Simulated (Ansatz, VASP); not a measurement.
Two plane-wave programs on MgSn2N2

```
Mg Sn N
1.0
     3.64822    0.00000    0.00000
    -1.82411    3.15945    0.00000
     0.00000    0.00000    8.21302
Mg Sn N
1 2 2
Direct
  0.33333 0.66667 0.96060
  0.33333 0.66667 0.31781
  0.66667 0.33333 0.66785
  0.33333 0.66667 0.65012
  0.66667 0.33333 0.40362
```

Change from the starting cell: the structure that the rattled cell fell into.

Alike in both runs: task single point; functional PBE; k mesh 6 × 6 × 2; occupations gaussian, width 0.1 eV; no spin polarisation.

|  | VASP | Ansatz |
| --- | --- | --- |
| version | VASP 6.6.1 | Ansatz 0.2.0 |
| potentials or method | VASP PAW PBE potentials, release 64 (Mg, Sn_d, N), cutoff 520 eV | scalar-relativistic, plane waves, PAW |
| valence electrons in the cell | 40 | 48 |

|  | VASP | Ansatz | Ansatz less VASP |
| --- | --- | --- | --- |
| gap on the k mesh at the Fermi level (eV) | none | none | - |
| pressure (GPa) | 0.1 | 0.0 | -0.02 |
| traceless stress, the component that is largest in VASP (GPa) | -0.41 | -0.32 | +0.088 |
| rms of the force components (eV/Å) | 0.214 | 0.203 | -0.0108 |

Atom by atom the forces differ by 0.012 eV/Å (rms over components). A gap of «none» marks a metal or a gap that the smearing closes. The functional is the same, so the differences come from potentials, cutoffs and numerics. VASP's potentials hold 40 valence electrons a cell and Ansatz's 48, so a difference there can come from the potentials and not from the codes.

The k mesh is coarse, so the values compare programs but aren't converged.
